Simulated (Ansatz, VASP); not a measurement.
Two plane-wave programs on Au

File INCAR:

```
PREC     = Accurate       # precision mode
ENCUT    = 520            # plane-wave cutoff, eV
EDIFF    = 1E-7           # SCF threshold, eV
ISMEAR   = 0              # smearing method
SIGMA    = 0.05           # smearing width, eV
LREAL    = F              # projectors in reciprocal space
LASPH    = T              # aspherical terms in the spheres
NELM     = 80             # most SCF steps
ALGO     = Normal         # electronic algorithm
ISIF     = 2              # what is computed and relaxed
LWAVE    = F              # write WAVECAR
LCHARG   = F              # write CHGCAR
GGA      = PE             # functional
NBANDS   = 12             # bands
```

Contents of KPOINTS:

```
Automatic mesh
0
Gamma
  8 8 8
```

Contents of POSCAR:

```
Au
1.0
    0.0000000000      2.0827296890      2.0827296890
    2.0827296890      0.0000000000      2.0827296890
    2.0827296890      2.0827296890      0.0000000000
Au
1
Direct
    0.0000000000      0.0000000000      0.0000000000
```

Input for Ansatz:

```yaml
crystal:
  lattice:
    - [0.0, 2.082729689, 2.082729689]
    - [2.082729689, 0.0, 2.082729689]
    - [2.082729689, 2.082729689, 0.0]
  atoms:
    - { symbol: Au, position: [0.0, 0.0, 0.0] }
basis:
  ecutwfc: 420
  ecutrho_ratio: 4
kpoints:
  mp_grid: { grid: [8, 8, 8] }
hamiltonian:
  xc: pbe
scf:
  occupations: { method: gaussian, width: 0.05 }
output:
  forces: true
  stress: true
  eigenvalues: true
```

Alike in both runs: task single point; functional PBE; k mesh 8 × 8 × 8; occupations gaussian, width 0.05 eV; no spin polarisation.

|  | VASP | Ansatz |
| --- | --- | --- |
| version | VASP 6.6.1 | Ansatz 0.2.0 |
| potentials or method | VASP PAW PBE potentials, release 64 (Au), cutoff 520 eV | scalar-relativistic, plane waves, PAW |
| valence electrons in the cell | 11 | 19 |

VASP gave:

```
gap on the k mesh at the Fermi level (eV) : none
pressure (GPa)                            : -0.3
```

Problem. Which values does Ansatz return?

Solution. gap on the k mesh at the Fermi level (eV): none; pressure (GPa): 0.0.

A gap of «none» marks a metal or a gap that the smearing closes. VASP's potentials hold 11 valence electrons a cell and Ansatz's 19, so a difference there can come from the potentials and not from the codes.

Neither program's run includes spin-orbit coupling.
